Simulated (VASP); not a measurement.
Input of a VASP 6.6.1 run:

File POSCAR:

```
B
1.0
    2.4589500000      1.4196754444      4.1935000000
   -2.4589500000      1.4196754444      4.1935000000
    0.0000000000     -2.8393508888      4.1935000000
B
12
Direct
    0.7788200000      0.7788200000      0.3694000000
    0.3694000000      0.7788200000      0.7788200000
    0.7788200000      0.3694000000      0.7788200000
    0.6306000000      0.2211800000      0.2211800000
    0.2211800000      0.2211800000      0.6306000000
    0.2211800000      0.6306000000      0.2211800000
    0.9898100000      0.9898100000      0.3463900000
    0.3463900000      0.9898100000      0.9898100000
    0.9898100000      0.3463900000      0.9898100000
    0.6536100000      0.0101900000      0.0101900000
    0.0101900000      0.0101900000      0.6536100000
    0.0101900000      0.6536100000      0.0101900000
```

INCAR.step1

```
ALGO = Normal
EDIFF = 1E-6
EDIFFG = -0.005
EFERMI = MIDGAP
ENCUT = 480
GGA = CA
GGA_COMPAT = F
IBRION = 2
ISIF = 3
ISMEAR = 0
KPAR = 4
LASPH = T
LCHARG = F
LREAL = F
LWAVE = F
NELM = 120
NELMIN = 4
NSW = 80
POTIM = 0.5
PREC = Accurate
SIGMA = 0.03
```

Contents of INCAR.step3:

```
ALGO = Normal
EDIFF = 1E-6
EFERMI = MIDGAP
ENCUT = 480
GGA = CA
GGA_COMPAT = F
ISIF = 2
ISMEAR = 0
KPAR = 4
LASPH = T
LCHARG = F
LREAL = F
LWAVE = F
NELM = 120
PREC = Accurate
SIGMA = 0.03
```

The input KPOINTS:

```
Automatic mesh
0
Gamma
  5 5 5
  0 0 0
```

Potentials or basis: VASP PAW LDA potentials, release 64 (B).

Launch:

```bash
$ cat potpaw_LDA.64/B/POTCAR > POTCAR
$ cp INCAR.step1 INCAR
$ cp POSCAR.step1 POSCAR
$ mpirun -np 4 vasp_std > vasp.out
$ cp CONTCAR POSCAR
$ mpirun -np 4 vasp_std > vasp.out
$ cp CONTCAR POSCAR
$ cp INCAR.step3 INCAR
$ mpirun -np 4 vasp_std > vasp.out
```

Q: Estimate the band gap on the k mesh.

A: 1.41 eV (least direct gap 1.74 eV).

Q: Estimate the relaxed volume.

A: 7.00 Å³/atom.

Q: Predict the space group after relaxing (to 0.1 Å).

A: R-3m (No. 166).

Q: Predict the relaxed cell.

A: a = 4.990 Å, b = 4.990 Å, c = 4.990 Å, α = 58.07°, β = 58.07°, γ = 58.07°.

Step by step:
| step | energy change (eV) | largest force (eV/Å) | pressure (GPa) | volume (Å³) |
| --- | --- | --- | --- | --- |
| 1 | 0.0000 | 0.3424 | -10.38 | 87.83 |
| 2 | -0.0165 | 0.8027 | 8.57 | 81.94 |
| 3 | -0.1205 | 0.2200 | -1.14 | 84.70 |
| 4 | -0.1280 | 0.2515 | 0.48 | 83.79 |
| 5 | -0.1305 | 0.0958 | -0.08 | 84.09 |
| 6 | -0.1319 | 0.0610 | 0.07 | 83.90 |
| 7 | -0.1322 | 0.0270 | 0.02 | 83.96 |
| 8 | -0.1323 | 0.0022 | -0.01 | 83.96 |
| 9 | -0.1299 | 0.0022 | 0.02 | 83.96 |

Caveat: an odd mesh through Γ misses points on the zone boundary, where band edges can lie. Zero-point motion and thermal expansion aren't in these numbers.
